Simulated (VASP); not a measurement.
## Ca2TeSe: single point with r2SCAN

The system is Ca2TeSe.

```
Se Ca Te
1.0
     4.27764    0.00000    0.00000
     0.00000    4.27764    0.00000
     0.00000    0.00000    6.04880
Se Ca Te
1 2 1
Direct
  0.00000 0.00000 0.00000
  0.00000 0.00000 0.50000
  0.50000 0.50000 0.00000
  0.50000 0.50000 0.50000
```

- Program: VASP 6.6.1
- Task: single point
- Functional: r2SCAN
- Potentials or basis: VASP PAW PBE potentials, release 64 (Se, Ca_sv, Te)
- Cutoff: 520 eV
- k mesh: 6 × 6 × 4
- Occupations: gaussian, width 0.01 eV
- Spin: no spin polarisation
- Dipole correction: no
- Further INCAR settings: ALGO = Normal; EDIFF = 1e-06; NBANDS = 24

The pressure is 3.4 GPa and the band gap on the k mesh is 1.97 eV.

Levels at points of the mesh, in eV from the valence-band top:
```
           k point  band 12  band 13  band 14  band 15  band 16  band 17  band 18  band 19  band 20  band 21
(0.00, 0.00, 0.00)    -1.13    -1.13    -0.04     0.00     0.00     1.97     3.71     3.71     3.76     4.05
(0.50, 0.00, 0.00)    -2.67    -1.72    -1.71    -1.30    -1.21     4.64     4.85     4.92     5.04     5.16
(0.50, 0.50, 0.00)    -2.86    -1.19    -1.13    -1.13    -1.04     2.01     2.01     4.65     4.85     5.24
(0.00, 0.00, 0.50)    -2.12    -0.87    -0.87    -0.60    -0.60     2.44     2.98     4.45     4.63     4.84
(0.50, 0.00, 0.50)    -3.50    -1.35    -1.34    -1.30    -1.28     4.30     4.99     5.44     5.54     5.55
(0.50, 0.50, 0.50)    -2.35    -2.17    -2.17    -1.91    -1.84     4.30     4.30     4.65     4.65     4.93
```

Wall time 2.4 min on 1 thread of Intel(R) Xeon(R) Platinum 8488C (Sapphire Rapids) (shared host), peak memory 0.28 GiB.

Caveat: the cell stands under pressure; the PAW data sets were made with another functional, which shifts forces and pressure a little; spin-orbit coupling is left out, which moves the levels of the heavy elements. A k mesh can miss the band edges.
